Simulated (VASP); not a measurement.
# TiSi6Mo in VASP: a series of runs

TiSi6Mo is run at these levels: PBE; tasks: single point, relaxation of cell and atoms.

All numbers are computed with VASP 6.6.1; they aren't measurements. Logs are shortened: lines on timing, memory, paths and dates and some standing lists are left out, and cuts for length are marked.

### 1 The cell of the first run

Symmetry: P4/mmm, No. 123, tetragonal system. The conventional cell has a = 3.352 Å, b = 3.352 Å, c = 10.128 Å, α = 90.00°, β = 90.00°, γ = 90.00°. Within 3.4 Å of Ti (site symmetry 4/mmm) lie 10 Si at 2.50 to 2.71 Å and 4 Ti at 3.35 Å. Within 3.4 Å of Si (site symmetry 4mm) lie 10 Si at 2.47 to 3.35 Å and 4 Ti at 2.71 Å. Si (site symmetry 4mm) has 1 Ti at 2.50 Å and 1 Mo at 2.56 Å and 12 Si at 2.65 to 3.35 Å within 3.4 Å. Si (site symmetry 4mm) has 10 Si at 2.47 to 3.35 Å and 4 Mo at 2.70 Å within 3.4 Å. Mo (site symmetry 4/mmm) has 10 Si at 2.56 to 2.70 Å and 4 Mo at 3.35 Å within 3.4 Å.

### 2 Single point, PBE

Contents of INCAR:

```
SYSTEM = TiSi6Mo
PREC = Accurate ; ENCUT = 520
EDIFF = 1E-6 ; ISMEAR = 0
SIGMA = 0.2 ; LREAL = .False.
LASPH = .True. ; NELM = 80
ALGO = Normal ; ISIF = 2
LWAVE = .False. ; LCHARG = .False.
GGA = PE ; NBANDS = 35
```

Contents of KPOINTS:

```
Automatic mesh
0
Gamma
  5 5 2
  0 0 0
```

Contents of POSCAR:

```
TiSi6Mo
1.0
    3.3520425429      0.0000000000      0.0000000000
    0.0000000000      3.3520425429      0.0000000000
    0.0000000000      0.0000000000     10.1281909766
Ti Si Mo
1 6 1
Direct
    0.0000000000      0.0000000000      0.0000000000
    0.5000000000      0.5000000000      0.8707681298
    0.5000000000      0.5000000000      0.1292318702
    0.0000000000      0.0000000000      0.7531417472
    0.0000000000      0.0000000000      0.2468582528
    0.5000000000      0.5000000000      0.6271101970
    0.5000000000      0.5000000000      0.3728898030
    0.0000000000      0.0000000000      0.5000000000
```

Potentials or basis: VASP PAW PBE potentials, release 64 (Ti_sv, Si, Mo_sv).

Run with:

```console
$ cat potpaw_PBE.64/Ti_sv/POTCAR potpaw_PBE.64/Si/POTCAR potpaw_PBE.64/Mo_sv/POTCAR > POTCAR
$ mpirun -np 1 vasp_std > vasp.out
```

OUTCAR:

```text
SYSTEM = TiSi6Mo
   PREC = Accurate
   ENCUT = 520
   EDIFF = 1E-6
   ISMEAR = 0
   LREAL = .False.
   LASPH = .True.
   NELM = 80
   ISIF = 2
   GGA = PE

 ion  position               nearest neighbor table
   1  0.000  0.000  0.000-   4 2.50   5 2.50   2 2.71   3 2.71   2 2.71   3 2.71   2 2.71   3 2.71
                             2 2.71   3 2.71
   2  0.500  0.500  0.871-   6 2.47   3 2.62   4 2.65   4 2.65   4 2.65   4 2.65   1 2.71   1 2.71
                             1 2.71   1 2.71
   3  0.500  0.500  0.129-   7 2.47   2 2.62   5 2.65   5 2.65   5 2.65   5 2.65   1 2.71   1 2.71
                             1 2.71   1 2.71
   4  0.000  0.000  0.753-   1 2.50   8 2.56   2 2.65   2 2.65   2 2.65   2 2.65   6 2.69   6 2.69
                             6 2.69   6 2.69
   5  0.000  0.000  0.247-   1 2.50   8 2.56   3 2.65   3 2.65   3 2.65   3 2.65   7 2.69   7 2.69
                             7 2.69   7 2.69
   6  0.500  0.500  0.627-   2 2.47   7 2.57   4 2.69   4 2.69   4 2.69   4 2.69   8 2.70   8 2.70
                             8 2.70   8 2.70
   7  0.500  0.500  0.373-   3 2.47   6 2.57   5 2.69   5 2.69   5 2.69   5 2.69   8 2.70   8 2.70
                             8 2.70   8 2.70
   8  0.000  0.000  0.500-   4 2.56   5 2.56   6 2.70   7 2.70   6 2.70   7 2.70   6 2.70   7 2.70
                             6 2.70   7 2.70

  LATTYP: Found a simple tetragonal cell.
 ALAT       =     3.3520425429
 C/A-ratio  =     3.0214983393

  Lattice vectors:

 A1 = (   3.3520425429,   0.0000000000,   0.0000000000)
 A2 = (   0.0000000000,   3.3520425429,   0.0000000000)
 A3 = (   0.0000000000,   0.0000000000,  10.1281909766)

Analysis of symmetry for initial positions (statically):
=====================================================================
 Subroutine PRICEL returns:
 Original cell was already a primitive cell.

 Routine SETGRP: Setting up the symmetry group for a
 simple tetragonal supercell.

 Subroutine GETGRP returns: Found 16 space group operations
 (whereof 16 operations were pure point group operations)
 out of a pool of 16 trial point group operations.

The static configuration has the point symmetry D_4h.

Analysis of symmetry for dynamics (positions and initial velocities):
=====================================================================
 Subroutine PRICEL returns:
 Original cell was already a primitive cell.

 Routine SETGRP: Setting up the symmetry group for a
 simple tetragonal supercell.

[... 108 lines left out ...]
   NFREE  =      0    steps in history (QN), initial steepest desc. (CG)
   ISIF   =      2    stress and relaxation
   ISYM   =      2    0-nonsym 1-usesym 2-fastsym
   POTIM  = 0.5000    time-step for ionic-motion
   TEBEG  =    0.0;   TEEND  =   0.0 temperature during run
   PSTRESS=    0.0 pullay stress
   NELECT =      50.0000    total number of electrons
   NUPDOWN=      -1.0000    fix difference up-down
   EMIN   =  10.00;   EMAX   =-10.00  energy-range for DOS
   EFERMI =   0.00;   METHOD = LEGACY
   ISMEAR =     0;   SIGMA  =   0.20  broadening in eV -4-tet -1-fermi 0-gaus
   EFERMI_NEDOS =   21; number of points for ismear=-14 and -15
   IALGO  =     38    algorithm
   IMIX   =      4    mixing-type and parameters
     AMIX     =   0.40;   BMIX     =  1.00
     AMIX_MAG =   1.60;   BMIX_MAG =  1.00
  volume/ion in A,a.u.               =      14.23        96.00
  Fermi-wavevector in a.u.,A,eV,Ry     =   1.244556  2.351870 21.074339  1.548920
  Thomas-Fermi vector in A             =   2.378818
   LORBIT       =      0    0 simple, 1 ext, 2 COOP (PROOUT), +10 PAW based schemes
   GGA     = PE    functional components
   LHFCALC =     F    Hartree Fock is set to
   AEXX    =    0.0000 exact exchange contribution
   IVDW    =     0    specifies the selected vdW correction
   LEPSILON=     F    determine dielectric tensor
   LRPA    =     F    only Hartree local field effects (RPA)
 non-spin polarized calculation
 Gauss-broadening in eV      SIGMA  =   0.20
  energy-cutoff  :      520.00
  volume of cell :      113.80
 maximum number of plane-waves:      3077
 NGX is ok and might be reduce to    28
   NGX = 13   NGY = 13   NGZ = 37

 number of electron      50.0000002 magnetization

 Free energy of the ion-electron system (eV)
  ---------------------------------------------------
  ext. energy  EPLUGINS =         0.00000000
  ---------------------------------------------------
  free energy    TOTEN  =       -52.19157384 eV

  energy without entropy =      -52.12096157  energy(sigma->0) =      -52.15626770

 E-fermi :  10.8283     XC(G=0): -11.7230

 val. band max:       10.7913552762   @ k =   0.2000   0.0000   0.0000
 cond. band min:      10.8463877290   @ k =   0.2000   0.2000   0.5000
 fundamental gap:      0.0550324528
 Fermi energy:        10.8282817085

 k-point     1 :       0.0000    0.0000    0.0000
  band No.  band energies     occupation
      1     -50.3083      2.00000
      2     -45.7208      2.00000
      3     -24.4619      2.00000
      4     -24.3823      2.00000
      5     -24.3823      2.00000
      6     -22.0605      2.00000
[... 445 lines left out ...]
     34      14.1090      0.00000
     35      15.0359      0.00000

------------------------ aborting loop because EDIFF is reached ----------------------------------------

  FORCE on cell =-STRESS in cart. coord.  units (eV):
  Direction    XX          YY          ZZ          XY          YZ          ZX
  --------------------------------------------------------------------------------------
  -------------------------------------------------------------------------------------
  Total        0.0157725      0.0157725      0.0155596      0.0000000      0.0000000     -0.0000000
  in kB        0.2220554      0.2220554      0.2190570      0.0000000      0.0000000     -0.0000000
  external PRESSURE =       0.2210559 kB  Pullay stress =       0.0000000 kB

 VOLUME and BASIS-vectors are now :
 -----------------------------------------------------------------------------
  energy-cutoff  :      520.00
  volume of cell :      113.80
      direct lattice vectors                 reciprocal lattice vectors
     3.352042543  0.000000000  0.000000000     0.298325569  0.000000000  0.000000000
     0.000000000  3.352042543  0.000000000     0.000000000  0.298325569  0.000000000
     0.000000000  0.000000000 10.128190977     0.000000000  0.000000000  0.098734315

 POSITION                                       TOTAL-FORCE (eV/Angst)
 -----------------------------------------------------------------------------------
      0.00000      0.00000      0.00000        -0.000000      0.000000     -0.000000
      1.67602      1.67602      8.81931        -0.000000     -0.000000     -0.025980
      1.67602      1.67602      1.30889        -0.000000      0.000000      0.025980
      0.00000      0.00000      7.62796         0.000000     -0.000000      0.010584
      0.00000      0.00000      2.50023         0.000000      0.000000     -0.010584
      1.67602      1.67602      6.35149        -0.000000      0.000000      0.016188
      1.67602      1.67602      3.77670        -0.000000      0.000000     -0.016188
      0.00000      0.00000      5.06410        -0.000000      0.000000     -0.000000
 -----------------------------------------------------------------------------------
    total drift:                               -0.000000     -0.000000      0.000000

  FREE ENERGIE OF THE ION-ELECTRON SYSTEM (eV)
  ---------------------------------------------------
  free  energy   TOTEN  =       -52.1915738376 eV

  energy  without entropy=      -52.1209615682  energy(sigma->0) =      -52.15626770
```

Run time: 26 s. Hardware: 1 thread of Intel Xeon 6975P-C (Granite Rapids), shared host; peak memory 0.25 GiB.

What came out:

| Property | Result |
| --- | --- |
| Free energy | -52.1916 eV |
| Pressure | 0.0 GPa |
| Largest force | 0.026 eV/Å |
| Band gap on the k mesh | zero (bands 25 and 26 overlap by 1.74 eV) |

Forces in eV/Å, atoms in the order of the input:
```
Ti   0.000  0.000  0.000
Si   0.000  0.000 -0.026
Si   0.000  0.000  0.026
Si   0.000  0.000  0.011
Si   0.000  0.000 -0.011
Si   0.000  0.000  0.016
Si   0.000  0.000 -0.016
Mo   0.000  0.000  0.000
```

Caveat: the k points lie up to 0.37 Å⁻¹ apart, too coarse for converged energies and pressures of a metal.

### 3 Single point, PBE

This run uses another cell than the first one, of 14.15 Å³/atom.

Contents of INCAR:

```
PREC = Accurate
ENCUT = 520
EDIFF = 1E-6
ISMEAR = 0
SIGMA = 0.2
LREAL = F
LASPH = T
NELM = 80
ALGO = Normal
ISIF = 2
LWAVE = F
LCHARG = T
GGA = PE
LELF = T
LVHAR = T
NBANDS = 35
```

Contents of KPOINTS:

```
Automatic mesh
0
Gamma
  6 6 2
```

Contents of POSCAR:

```
TiSi6Mo
1.0
    3.3278494512      0.0000000000      0.0000000000
    0.0000000000      3.3278494512      0.0000000000
    0.0000000000      0.0000000000     10.2187653602
Ti Si Mo
1 6 1
Direct
    0.0000000000      0.0000000000      0.0000000000
    0.5000000000      0.5000000000      0.8712509237
    0.5000000000      0.5000000000      0.1287490763
    0.0000000000      0.0000000000      0.7522428281
    0.0000000000      0.0000000000      0.2477571719
    0.5000000000      0.5000000000      0.6264414380
    0.5000000000      0.5000000000      0.3735585620
    0.0000000000      1.0000000000      0.5000000000
```

Potentials or basis: VASP PAW PBE potentials, release 64 (Ti_sv, Si, Mo_sv).

Run with:

```console
$ cat potpaw_PBE.64/Ti_sv/POTCAR potpaw_PBE.64/Si/POTCAR potpaw_PBE.64/Mo_sv/POTCAR > POTCAR
$ mpirun -np 1 vasp_std > vasp.out
```

Run time: 42 s. Hardware: 1 thread of Intel Xeon 6975P-C (Granite Rapids), shared host; peak memory 0.28 GiB.

The run converged. Its results:

```yaml
Free_energy: -52.2848 eV
Pressure: 0.0 GPa
Largest_force: 0.045 eV/Å
Band_gap_on_the_k_mesh: zero (bands 25 and 26 overlap by 2.24 eV)
```

Forces in eV/Å, atoms in the order of the input:
```
Ti   0.000  0.000  0.000
Si   0.000  0.000  0.027
Si   0.000  0.000 -0.027
Si   0.000  0.000  0.045
Si   0.000  0.000 -0.045
Si   0.000  0.000  0.014
Si   0.000  0.000 -0.014
Mo   0.000  0.000  0.000
```

Stress tensor (GPa, compression positive):
```
 0.25  0.00  0.00
 0.00  0.25  0.00
 0.00  0.00 -0.43
```

Levels at points of the mesh, in eV from the Fermi level:
```tsv
k point	band 23	band 24	band 25	band 26	band 27	band 28
(0.00, 0.00, 0.00)	-0.87	-0.87	-0.25	-0.05	1.15	1.15
(0.50, 0.00, 0.00)	-1.01	0.42	0.77	1.00	1.19	1.48
(0.50, 0.50, 0.00)	-3.43	-3.02	-0.92	0.34	0.34	0.74
(0.00, 0.00, 0.50)	-0.29	-0.29	-0.05	0.31	0.31	0.42
(0.50, 0.00, 0.50)	-1.05	0.16	1.34	1.48	1.81	1.86
(0.50, 0.50, 0.50)	-2.61	-2.09	-0.90	-0.90	0.28	0.28
```

[end of part 1 of 2]
